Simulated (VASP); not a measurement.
# Sc2As3Se3 (R32) in VASP: further runs

Sc2As3Se3 is run at these levels: PBE; tasks: single point.

Everything below comes from runs of VASP 6.6.1. Logs are shortened: lines on timing, memory, paths and dates and some standing lists are left out, and cuts for length are marked.

### 1 The cell of the first run

It takes space group R32 (No. 155, trigonal). Conventional cell: a = 7.973 Å, b = 7.973 Å, c = 9.086 Å, α = 90.00°, β = 90.00°, γ = 120.00°. Within 3.6 Å of Sc (site symmetry 3) lie 6 Se at 2.76 to 3.30 Å and 6 As at 2.93 to 3.39 Å. As (site symmetry 2) has 4 As at 2.71 to 3.57 Å and 6 Se at 2.82 to 3.74 Å and 4 Sc at 2.93 to 3.39 Å within 3.8 Å. Within 3.8 Å of Se (site symmetry 2) lie 4 Sc at 2.76 to 3.30 Å and 6 As at 2.82 to 3.74 Å and 4 Se at 3.18 to 3.35 Å.

The cell was built from a structure type or drawn by symmetry, and may not be a known phase.

### 2 Single point, PBE

INCAR reads:

```
SYSTEM = Sc2As3Se3
PREC = Accurate ; ENCUT = 520
EDIFF = 1E-7 ; ISMEAR = 0
SIGMA = 0.2 ; LREAL = .FALSE.
LASPH = .TRUE. ; NELM = 80
ALGO = Normal ; ISIF = 2
LWAVE = .FALSE. ; LCHARG = .FALSE.
GGA = PE ; NBANDS = 38
```

KPOINTS reads:

```
Automatic mesh
0
G
  3 3 3
  0 0 0
```

POSCAR reads:

```
Sc2As3Se3
1.0
    3.9865946677      2.3016615061      3.0287367764
   -3.9865946677      2.3016615061      3.0287367764
    0.0000000000     -4.6033230075      3.0287367799
Sc As Se
2 3 3
Direct
    0.7731079738      0.7731079738      0.7731079738
    0.2268920262      0.2268920262      0.2268920262
    0.3040149245      0.5000000000      0.6959850755
    0.6959850755      0.3040149245      0.5000000000
    0.5000000000      0.6959850755      0.3040149245
    0.2300450155      0.0000000000      0.7699549845
    0.7699549845      0.2300450155      0.0000000000
    0.0000000000      0.7699549845      0.2300450155
```

Potentials or basis: VASP PAW PBE potentials, release 64 (Sc_sv, As, Se).

Launch:

```console
$ cat potpaw_PBE.64/Sc_sv/POTCAR potpaw_PBE.64/As/POTCAR potpaw_PBE.64/Se/POTCAR > POTCAR
$ mpirun -np 1 vasp_std > vasp.out
```

OUTCAR:

```text
SYSTEM = Sc2As3Se3
   PREC = Accurate
   ENCUT = 520
   EDIFF = 1E-7
   ISMEAR = 0
   LREAL = .FALSE.
   LASPH = .TRUE.
   NELM = 80
   ISIF = 2
   GGA = PE

 ion  position               nearest neighbor table
   1  0.773  0.773  0.773-   8 2.76   7 2.76   6 2.76   5 2.93   4 2.93   3 2.93
   2  0.227  0.227  0.227-   6 2.76   7 2.76   8 2.76   3 2.93   4 2.93   5 2.93
   3  0.304  0.500  0.696-   5 2.71   4 2.71   6 2.82   6 2.82   2 2.93   1 2.93
   4  0.696  0.304  0.500-   3 2.71   5 2.71   7 2.82   7 2.82   1 2.93   2 2.93
   5  0.500  0.696  0.304-   3 2.71   4 2.71   8 2.82   8 2.82   1 2.93   2 2.93
   6  0.230  0.000  0.770-   2 2.76   1 2.76   3 2.82   3 2.82
   7  0.770  0.230  0.000-   1 2.76   2 2.76   4 2.82   4 2.82
   8  0.000  0.770  0.230-   1 2.76   2 2.76   5 2.82   5 2.82

  LATTYP: Found a trigonal (rhomboedric) cell.
 ALAT       =     5.5103383920
 COS(alpha) =    -0.0468335165

  Lattice vectors:

 A1 = (   3.9865946677,   2.3016615061,   3.0287367764)
 A2 = (  -3.9865946677,   2.3016615061,   3.0287367764)
 A3 = (   0.0000000000,  -4.6033230075,   3.0287367799)

Analysis of symmetry for initial positions (statically):
=====================================================================
 Subroutine PRICEL returns:
 Original cell was already a primitive cell.

 Routine SETGRP: Setting up the symmetry group for a
 trigonal (rhombohedral) supercell.

 Subroutine GETGRP returns: Found  6 space group operations
 (whereof  6 operations were pure point group operations)
 out of a pool of 12 trial point group operations.

The static configuration has the point symmetry D_3 .

Analysis of symmetry for dynamics (positions and initial velocities):
=====================================================================
 Subroutine PRICEL returns:
 Original cell was already a primitive cell.

 Routine SETGRP: Setting up the symmetry group for a
 trigonal (rhombohedral) supercell.

 Subroutine GETGRP returns: Found  6 space group operations
 (whereof  6 operations were pure point group operations)
 out of a pool of 12 trial point group operations.

The dynamic configuration has the point symmetry D_3 .

 Subroutine INISYM returns: Found  6 space group operations
 (whereof  6 operations are pure point group operations),
 and found     1 'primitive' translations

----------------------------------------------------------------------------------------

                                     Primitive cell

  volume of cell :     166.7463

  direct lattice vectors                    reciprocal lattice vectors
     3.986594668  2.301661506  3.028736776     0.125420325  0.072411459  0.110056884
    -3.986594668  2.301661506  3.028736776    -0.125420325  0.072411459  0.110056884
     0.000000000 -4.603323008  3.028736780     0.000000000 -0.144822917  0.110056884

  length of vectors
     5.510338392  5.510338392  5.510338392     0.181896111  0.181896111  0.181896111

  position of ions in fractional coordinates (direct lattice)
     0.773107974  0.773107974  0.773107974
     0.226892026  0.226892026  0.226892026
     0.304014925  0.500000000  0.695985075
     0.695985075  0.304014925  0.500000000
     0.500000000  0.695985075  0.304014925
     0.230045015  0.000000000  0.769954985
     0.769954985  0.230045015  0.000000000
     0.000000000  0.769954985  0.230045015

  ion indices of the primitive-cell ions
   primitive index   ion index
                 1           1
                 2           2
                 3           3
                 4           4
                 5           5
                 6           6
                 7           7
                 8           8

----------------------------------------------------------------------------------------

 KPOINTS: Automatic mesh

Automatic generation of k-mesh.
 Grid dimensions read from file:
 generate k-points for:    3    3    3

 Generating k-lattice:

  Cartesian coordinates                     Fractional coordinates (reciprocal lattice)
     0.041806775  0.024137153  0.036685628     0.333333333  0.000000000  0.000000000
    -0.041806775  0.024137153  0.036685628     0.000000000  0.333333333  0.000000000
     0.000000000 -0.048274306  0.036685628     0.000000000  0.000000000  0.333333333

  Length of vectors
     0.060632037  0.060632037  0.060632037

  Shift w.r.t. Gamma in fractional coordinates (k-lattice)
     0.000000000  0.000000000  0.000000000

 Subroutine IBZKPT returns following result:
 ===========================================

 Found      6 irreducible k-points:

 Following reciprocal coordinates:
            Coordinates               Weight
  0.000000  0.000000  0.000000      1.000000
  0.333333  0.000000 -0.000000      6.000000
  0.333333  0.333333 -0.000000      6.000000
 -0.333333  0.333333  0.000000      6.000000
  0.333333  0.333333  0.333333      2.000000
 -0.333333  0.333333  0.333333      6.000000
   k-points           NKPTS =      6   k-points in BZ     NKDIM =      6   number of bands    NBANDS=     38
   number of dos      NEDOS =    301   number of ions     NIONS =      8
   total plane-waves  NPLWV =  74088
   dimension x,y,z NGX =    42 NGY =   42 NGZ =   42
   dimension x,y,z NGXF=    84 NGYF=   84 NGZF=   84
   ions per type =               2   3   3
   NGX,Y,Z   is equivalent  to a cutoff of  12.67, 12.67, 12.67 a.u.
   NGXF,Y,Z  is equivalent  to a cutoff of  25.34, 25.34, 25.34 a.u.
 SYSTEM =  Sc2As3Se3
   PREC   = accura    normal or accurate (medium, high low for compatibility)
   ISTART =      0    job   : 0-new  1-cont  2-samecut
   ICHARG =      2    charge: 1-file 2-atom 10-const
   ISPIN  =      1    spin polarized calculation?
   LNONCOLLINEAR =      F non collinear calculations
   LSORBIT =      F    spin-orbit coupling
   LASPH  =      T    aspherical Exc in radial PAW
   ENCUT  =  520.0 eV  38.22 Ry    6.18 a.u.  10.25 10.25 10.25*2*pi/ulx,y,z
   NELM   =     80;   NELMIN=  2; NELMDL= -5     # of ELM steps
   EDIFF  = 0.1E-06   stopping-criterion for ELM
   LREAL  =      F    real-space projection
   EDIFFG = 0.1E-05   stopping-criterion for IOM
   NSW    =      0    number of steps for IOM
   IBRION =     -1    ionic relax: 0-MD 1-quasi-New 2-CG
   NFREE  =      0    steps in history (QN), initial steepest desc. (CG)
   ISIF   =      2    stress and relaxation
   ISYM   =      2    0-nonsym 1-usesym 2-fastsym
   POTIM  = 0.5000    time-step for ionic-motion
   TEBEG  =    0.0;   TEEND  =   0.0 temperature during run
   PSTRESS=    0.0 pullay stress
   NELECT =      55.0000    total number of electrons
   NUPDOWN=      -1.0000    fix difference up-down
   EMIN   =  10.00;   EMAX   =-10.00  energy-range for DOS
   EFERMI =   0.00;   METHOD = LEGACY
   ISMEAR =     0;   SIGMA  =   0.20  broadening in eV -4-tet -1-fermi 0-gaus
   EFERMI_NEDOS =   21; number of points for ismear=-14 and -15
   IALGO  =     38    algorithm
   IMIX   =      4    mixing-type and parameters
     AMIX     =   0.40;   BMIX     =  1.00
     AMIX_MAG =   1.60;   BMIX_MAG =  1.00
  volume/ion in A,a.u.               =      20.84       140.66
  Fermi-wavevector in a.u.,A,eV,Ry     =   1.131124  2.137515 17.407864  1.279442
  Thomas-Fermi vector in A             =   2.267822
   LORBIT       =      0    0 simple, 1 ext, 2 COOP (PROOUT), +10 PAW based schemes
   GGA     = PE    functional components
   LHFCALC =     F    Hartree Fock is set to
   AEXX    =    0.0000 exact exchange contribution
   IVDW    =     0    specifies the selected vdW correction
   LEPSILON=     F    determine dielectric tensor
   LRPA    =     F    only Hartree local field effects (RPA)
 non-spin polarized calculation
 Gauss-broadening in eV      SIGMA  =   0.20
  energy-cutoff  :      520.00
  volume of cell :      166.75
 maximum number of plane-waves:      4498
 NGX is ok and might be reduce to    42
   NGX = 21   NGY = 21   NGZ = 21

 number of electron      54.9999995 magnetization

 Free energy of the ion-electron system (eV)
  ---------------------------------------------------
  ext. energy  EPLUGINS =         0.00000000
  ---------------------------------------------------
  free energy    TOTEN  =       -41.14798600 eV

  energy without entropy =      -41.09290234  energy(sigma->0) =      -41.12044417

 E-fermi :   5.4035     XC(G=0): -10.3275

 val. band max:        5.2991111208   @ k =   0.3333   0.0000  -0.0000
 cond. band min:       5.5268354865   @ k =   0.3333   0.3333   0.3333
 fundamental gap:      0.2277243657
 Fermi energy:         5.4035347344

 k-point     1 :       0.0000    0.0000    0.0000
  band No.  band energies     occupation
      1     -44.7504      2.00000
      2     -44.7495      2.00000
      3     -23.4162      2.00000
      4     -23.4162      2.00000
      5     -23.4143      2.00000
      6     -23.4143      2.00000
[... 30 lines left out ...]
     37       8.0312      0.00000
     38       8.8866      0.00000

 k-point     2 :       0.3333    0.0000   -0.0000
  band No.  band energies     occupation
      1     -44.7502      2.00000
      2     -44.7496      2.00000
      3     -23.4176      2.00000
      4     -23.4156      2.00000
      5     -23.4148      2.00000
      6     -23.4145      2.00000
[... 30 lines left out ...]
     37       7.9963      0.00000
     38       8.5305      0.00000

 k-point     3 :       0.3333    0.3333   -0.0000
  band No.  band energies     occupation
      1     -44.7502      2.00000
      2     -44.7496      2.00000
      3     -23.4200      2.00000
      4     -23.4161      2.00000
      5     -23.4150      2.00000
      6     -23.4128      2.00000
[... 30 lines left out ...]
     37       7.9711      0.00000
     38       8.1794      0.00000

 k-point     4 :      -0.3333    0.3333    0.0000
  band No.  band energies     occupation
      1     -44.7502      2.00000
      2     -44.7496      2.00000
      3     -23.4195      2.00000
      4     -23.4157      2.00000
      5     -23.4155      2.00000
      6     -23.4133      2.00000
[... 30 lines left out ...]
     37       7.9573      0.00000
     38       8.3798      0.00000

 k-point     5 :       0.3333    0.3333    0.3333
  band No.  band energies     occupation
      1     -44.7502      2.00000
      2     -44.7496      2.00000
      3     -23.4195      2.00000
      4     -23.4187      2.00000
      5     -23.4137      2.00000
      6     -23.4134      2.00000
[... 30 lines left out ...]
     37       7.8912      0.00000
     38       8.2084      0.00000

 k-point     6 :      -0.3333    0.3333    0.3333
  band No.  band energies     occupation
      1     -44.7502      2.00000
      2     -44.7496      2.00000
      3     -23.4189      2.00000
      4     -23.4184      2.00000
      5     -23.4143      2.00000
      6     -23.4138      2.00000
[... 30 lines left out ...]
     37       8.1097      0.00000
     38       8.2387      0.00000

------------------------ aborting loop because EDIFF is reached ----------------------------------------

  FORCE on cell =-STRESS in cart. coord.  units (eV):
  Direction    XX          YY          ZZ          XY          YZ          ZX
  --------------------------------------------------------------------------------------
  -------------------------------------------------------------------------------------
  Total        0.1005540      0.1005540      0.2882692      0.0000000      0.0000000      0.0000000
  in kB        0.9661697      0.9661697      2.7698260      0.0000000      0.0000000      0.0000000
  external PRESSURE =       1.5673885 kB  Pullay stress =       0.0000000 kB

 VOLUME and BASIS-vectors are now :
 -----------------------------------------------------------------------------
  energy-cutoff  :      520.00
  volume of cell :      166.75
      direct lattice vectors                 reciprocal lattice vectors
     3.986594668  2.301661506  3.028736776     0.125420325  0.072411459  0.110056884
    -3.986594668  2.301661506  3.028736776    -0.125420325  0.072411459  0.110056884
     0.000000000 -4.603323008  3.028736780     0.000000000 -0.144822917  0.110056884

 POSITION                                       TOTAL-FORCE (eV/Angst)
 -----------------------------------------------------------------------------------
      0.00000      0.00000      7.02462         0.000000      0.000000      0.066576
      0.00000      0.00000      2.06159         0.000000     -0.000000     -0.066576
     -0.78131     -1.35327      4.54311        -0.016785     -0.029072      0.000000
      1.56263      0.00000      4.54311         0.033569      0.000000     -0.000000
     -0.78131      1.35327      4.54311        -0.016785      0.029072     -0.000000
      0.91710     -3.01487      3.02874        -0.000703     -0.001218      0.000000
      2.15240      2.30166      3.02874         0.001407      0.000000      0.000000
     -3.06950      0.71320      3.02874        -0.000703      0.001218     -0.000000
 -----------------------------------------------------------------------------------
    total drift:                               -0.000000     -0.000000      0.000000

  FREE ENERGIE OF THE ION-ELECTRON SYSTEM (eV)
  ---------------------------------------------------
  free  energy   TOTEN  =       -41.1479860018 eV

  energy  without entropy=      -41.0929023369  energy(sigma->0) =      -41.12044417
```

Run time: 1.8 min. Hardware: 1 thread of Intel Xeon 8259CL, shared host; peak memory 0.27 GiB.

Results:

* Free energy: -41.1480 eV
* Pressure: 0.2 GPa
* Largest force: 0.067 eV/Å
* Band gap on the k mesh: zero (an odd number of electrons rules out a gap without spin polarisation)

Forces on the atoms (eV/Å):
```
Sc   0.000  0.000  0.067
Sc   0.000  0.000 -0.067
As  -0.017 -0.029  0.000
As   0.034  0.000  0.000
As  -0.017  0.029  0.000
Se  -0.001 -0.001  0.000
Se   0.001  0.000  0.000
Se  -0.001  0.001  0.000
```

Stress tensor (GPa, compression positive):
```
0.10 0.00 0.00
0.00 0.10 0.00
0.00 0.00 0.28
```

Levels at points of the mesh, in eV from the Fermi level:
| k point | band 25 | band 26 | band 27 | band 28 | band 29 | band 30 |
| --- | --- | --- | --- | --- | --- | --- |
| (0.00, 0.00, 0.00) | -1.03 | -1.03 | -0.64 | -0.13 | -0.13 | 1.82 |

Caveat: the k points lie up to 0.38 Å⁻¹ apart, too coarse for converged energies and pressures of a metal.

### 3 Single point, PBE

This run uses another cell than the first one, of 21.05 Å³/atom.

INCAR reads:

```
SYSTEM = Sc2As3Se3
PREC = Accurate
ENCUT = 520
EDIFF = 1E-6
ISMEAR = 0
SIGMA = 0.2
LREAL = .FALSE.
LASPH = .TRUE.
NELM = 60
ALGO = Normal
ISIF = 2
LWAVE = .FALSE.
LCHARG = .FALSE.
GGA = PE
NBANDS = 38
```

KPOINTS reads:

```
regular mesh
0
G
  3 3 3
  0 0 0
```

POSCAR reads:

```
Sc2As3Se3
1.0
    4.0087516671      2.3144538557      3.0257473560
   -4.0087516671      2.3144538557      3.0257473560
    0.0000000000     -4.6289077067      3.0257473596
Sc As Se
2 3 3
Direct
    0.7245489938      0.7245489938      0.7245489938
    0.2754510062      0.2754510062      0.2754510062
    0.1939809349      0.0000000000      0.8060190651
    0.8060190651      0.1939809349      0.0000000000
    0.0000000000      0.8060190651      0.1939809349
    0.2704580417      0.5000000000      0.7295419583
    0.7295419583      0.2704580417      0.5000000000
    0.5000000000      0.7295419583      0.2704580417
```

Potentials or basis: VASP PAW PBE potentials, release 64 (Sc_sv, As, Se).

Launch:

```console
$ cat potpaw_PBE.64/Sc_sv/POTCAR potpaw_PBE.64/As/POTCAR potpaw_PBE.64/Se/POTCAR > POTCAR
$ mpirun -np 1 vasp_std > vasp.out
```

It took 74 s on 1 thread of Intel Xeon 8259CL, shared host; peak memory 0.26 GiB.

It converged, with:

```yaml
Free_energy: -41.1482 eV
Pressure: 0.0 GPa
Largest_force: 0.028 eV/Å
Band_gap_on_the_k_mesh: zero (an odd number of electrons rules out a gap without spin polarisation)
```

Forces in eV/Å, atoms in the order of the input:
```
Sc   0.000  0.000 -0.005
Sc   0.000  0.000  0.005
As   0.014  0.024  0.000
As  -0.028  0.000  0.000
As   0.014 -0.024  0.000
Se  -0.009 -0.015  0.000
Se   0.017  0.000  0.000
Se  -0.009  0.015  0.000
```

Stress tensor (GPa, compression positive):
```
-0.06  0.00  0.00
 0.00 -0.06  0.00
 0.00  0.00  0.03
```

Levels at points of the mesh, in eV from the Fermi level:
| k point | band 25 | band 26 | band 27 | band 28 | band 29 | band 30 |
| --- | --- | --- | --- | --- | --- | --- |
| (0.00, 0.00, 0.00) | -1.05 | -1.05 | -0.62 | -0.11 | -0.11 | 1.80 |

Caveat: the k points lie up to 0.38 Å⁻¹ apart, too coarse for converged energies and pressures of a metal.
